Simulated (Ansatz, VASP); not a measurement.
Two plane-wave programs on Al

The input INCAR:

```
PREC = Accurate
ENCUT = 520
EDIFF = 1E-7
ISMEAR = 0
SIGMA = 0.15
LREAL = F
LASPH = T
NELM = 100
ALGO = Normal
ISIF = 2
LWAVE = F
LCHARG = F
GGA = PE
IVDW = 12
NBANDS = 14
```

KPOINTS

```
Automatic mesh
0
Gamma
  18 18 6
```

POSCAR

```
Al
1.0
    2.8582811585      0.0000000000      0.0000000000
   -1.4291405792      2.4753440944      0.0000000000
    0.0000000000      0.0000000000      9.5363692571
Al
4
Direct
    0.0000000000      0.0000000000      0.0000000000
    0.3333333333      0.6666666667      0.2500000000
    0.0000000000      0.0000000000      0.5000000000
    0.6666666667      0.3333333333      0.7500000000
```

Input for Ansatz:

```yaml
crystal:
  lattice:
    - [2.8582811585, 0.0, 0.0]
    - [-1.4291405792, 2.4753440944, 0.0]
    - [0.0, 0.0, 9.5363692571]
  atoms:
    - { symbol: Al, position: [0.0, 0.0, 0.0] }
    - { symbol: Al, position: [0.3333333333, 0.6666666667, 0.25] }
    - { symbol: Al, position: [0.0, 0.0, 0.5] }
    - { symbol: Al, position: [0.6666666667, 0.3333333333, 0.75] }
basis:
  ecutwfc: 420
kpoints:
  mp_grid: { grid: [18, 18, 6] }
hamiltonian:
  xc: pbe
  dispersion: d3bj
scf:
  occupations: { method: gaussian, width: 0.15 }
output:
  forces: true
  stress: true
  eigenvalues: true
```

Alike in both runs: task single point; functional PBE; dispersion D3(BJ); k mesh 18 × 18 × 6; occupations gaussian, width 0.15 eV; no spin polarisation.

|  | VASP | Ansatz |
| --- | --- | --- |
| version | VASP 6.6.1 | Ansatz 0.2.0 |
| potentials or method | VASP PAW PBE potentials, release 64 (Al), cutoff 520 eV | scalar-relativistic, plane waves, PAW |
| valence electrons in the cell | 12 | 12 |

Ansatz gave:

- gap on the k mesh at the Fermi level (eV): none
- pressure (GPa): -4.6
- traceless stress, the component that is largest in VASP (GPa): -0.94

Task: Estimate VASP's values.

Result: gap on the k mesh at the Fermi level (eV): none; pressure (GPa): -4.6; traceless stress, the component that is largest in VASP (GPa): -0.93.

A gap of «none» marks a metal or a gap that the smearing closes.
